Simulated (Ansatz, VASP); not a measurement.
## Si3Bi: VASP beside Ansatz

```
Si Bi
1.0
     5.04366    0.00000    0.00000
    -2.52183    4.36794    0.00000
     0.00000    0.00000    3.89616
Si Bi
3 1
Direct
  0.50000 0.00000 0.00000
  0.00000 0.50000 0.00000
  0.50000 0.50000 0.00000
  0.00000 0.00000 0.50000
```

Alike in both runs: task relaxation of cell and atoms; functional PBE; k mesh 12 × 12 × 12; occupations gaussian, width 0.1 eV; no spin polarisation.

|  | VASP | Ansatz |
| --- | --- | --- |
| version | VASP 6.6.1 | Ansatz 0.2.0 |
| potentials or method | VASP PAW PBE potentials, release 64 (Si, Bi_d), cutoff 600 eV | scalar-relativistic, plane waves, PAW |
| valence electrons in the cell | 27 | 27 |

```tsv
	VASP	Ansatz	Ansatz less VASP
gap on the k mesh at the Fermi level, each at its own relaxed structure (eV)	none	none	-
relaxed volume (Å³/atom)	21.75	21.75	-0.006
relaxed cell length with the largest relative difference (Å)	4.067	4.064	-0.0037
```

A gap of «none» marks a metal or a gap that the smearing closes.

Neither program's run includes spin-orbit coupling.
